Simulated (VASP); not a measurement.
Runs of VASP 6.6.1 on MgS. The structure is that of space group P6_3mc (No. 186), or close to it. The cells are those of the table. 

```csv
task,level,potentials or basis,cell,gap on the mesh (eV),pressure (GPa),largest force (eV/Å)
single point,r2SCAN,"VASP PAW PBE potentials, release 64 (S, Mg)","a = 4.035, b = 4.035, c = 6.432 Å, angles 90.0, 90.0, 120.0°, 4 atoms",4.10,-0.3,0.06
single point,LDA,"VASP PAW LDA potentials, release 64 (S, Mg)","a = 4.008, b = 4.008, c = 6.389 Å, angles 90.0, 90.0, 120.0°, 4 atoms",3.26,-1.3,0.05
single point,PBEsol,"VASP PAW PBE potentials, release 64 (S, Mg)","a = 4.035, b = 4.035, c = 6.432 Å, angles 90.0, 90.0, 120.0°, 4 atoms",3.27,(b),0.05
single point,LDA,"VASP PAW LDA potentials, release 64 (S, Mg)","a = 3.980, b = 3.980, c = 6.345 Å, angles 90.0, 90.0, 120.0°, 4 atoms",3.36,0.0,0.05
single point,LDA,"VASP PAW LDA potentials, release 64 (S, Mg)","a = 4.035, b = 4.035, c = 6.432 Å, angles 90.0, 90.0, 120.0°, 4 atoms",(a),-2.4,0.05
single point,PBE,"VASP PAW PBE potentials, release 64 (S, Mg)","a = 4.035, b = 4.035, c = 6.432 Å, angles 90.0, 90.0, 120.0°, 4 atoms",3.43,0.9,0.05
single point,LDA,"VASP PAW LDA potentials, release 64 (S, Mg)","a = 4.114, b = 4.114, c = 6.558 Å, angles 90.0, 90.0, 120.0°, 4 atoms",2.88,-5.1,0.06
```

Alike in all rows: no spin polarisation; k mesh 8 × 8 × 4; cutoff (eV) 520; smearing fermi-dirac 0.05 eV.

Fill in the values left out.

(a) 3.16; (b) -0.4.

Caveats: the PAW data sets were made with another functional, which shifts forces and pressure a little (some runs).

